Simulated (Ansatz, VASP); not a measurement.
# LiF: VASP beside Ansatz

```xyz
4
Lattice="3.2801 0.0000 0.0000 -1.6400 2.8406 0.0000 0.0000 0.0000 3.8044" Properties=species:S:1:pos:R:3 pbc="T T T"
Li    0.0000    1.8938    0.9511
Li    1.6400    0.9469    2.8533
F     1.6400    0.9469    0.9511
F     0.0000    1.8938    2.8533
```

Change from the starting cell: uniaxial_z strain -4.9%.

Alike in both runs: task single point; functional r2SCAN; k mesh 12 × 12 × 6; no spin polarisation.

```csv
,VASP,Ansatz
version,VASP 6.6.1,Ansatz 0.2.0
potentials or method,"VASP PAW PBE potentials, release 64 (Li_sv, F)","plane waves, PAW"
plane-wave cutoff (eV),520,500
occupations,"gaussian, width 0.01 eV",fixed
valence electrons in the cell,20,20
```

```csv
,VASP,Ansatz,Ansatz less VASP
gap on the k mesh at the Fermi level (eV),8.95,8.85,-0.103
```

VASP's potentials were made for PBE, not for r2SCAN.

Noted on VASP's run: the cutoff is under 1.25 times that of the potentials, so the pressure is a little rough.
